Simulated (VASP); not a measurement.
Write the native input for VASP 6.6.1 that does the following.

```
Task                   : electric field gradients
Functional             : PBE
Potentials or basis    : VASP PAW PBE potentials, release 64 (Ti_sv, O)
Cutoff                 : 520 eV
k mesh                 : 7 × 7 × 10
Occupations            : fermi-dirac, width 0.05 eV
Spin                   : no spin polarisation
Dipole correction      : no
Further INCAR settings : ALGO = Normal; EDIFF = 1e-08; NBANDS = 33
```

The structure of TiO2 lies in POSCAR:

```
TiO2
1.0
    4.5940000000      0.0229700000      0.0229700000
    0.0229700000      4.5940000000      0.0229700000
    0.0147950000      0.0147950000      2.9590000000
Ti O
2 4
Direct
    0.0000000000      0.0000000000      0.0000000000
    0.5000000000      0.5000000000      0.5000000000
    0.3060000000      0.3060000000      0.0000000000
    0.1940000000      0.8060000000      0.5000000000
    0.6940000000      0.6940000000      0.0000000000
    0.8060000000      0.1940000000      0.5000000000
```

This cell differs from its parent crystal: equal xy, yz and zx shear strains of +1 %.

One way to write it, as run:

INCAR

```
PREC = Accurate ; ENCUT = 520
EDIFF = 1E-8 ; ISMEAR = -1
SIGMA = 0.05 ; LREAL = False
LASPH = True ; NELM = 80
ALGO = Normal ; ISIF = 2
LWAVE = False ; LCHARG = False
GGA = PE ; LEFG = True
NBANDS = 33
```

KPOINTS

```
regular mesh
0
Gamma
  7 7 10
```

Potentials or basis: VASP PAW PBE potentials, release 64 (Ti_sv, O).

Run with:

```bash
$ cat potpaw_PBE.64/Ti_sv/POTCAR potpaw_PBE.64/O/POTCAR > POTCAR
$ mpirun -np 1 vasp_std > vasp.out
```

It gave:

- Pressure: 6.2 GPa
- Largest force: 0.302 eV/Å
- Band gap on the k mesh: 1.91 eV, direct

Caveat: the cell differs from its parent crystal (equal xy, yz and zx shear strains of +1 %); without QUAD_EFG the Cq values of the log hold for a quadrupole moment of 1 mb, not for the nuclei.

It took 5.9 min on 1 thread of Oxide Virtual Turin-like Processor, with other jobs on the host, peak memory 0.31 GiB.
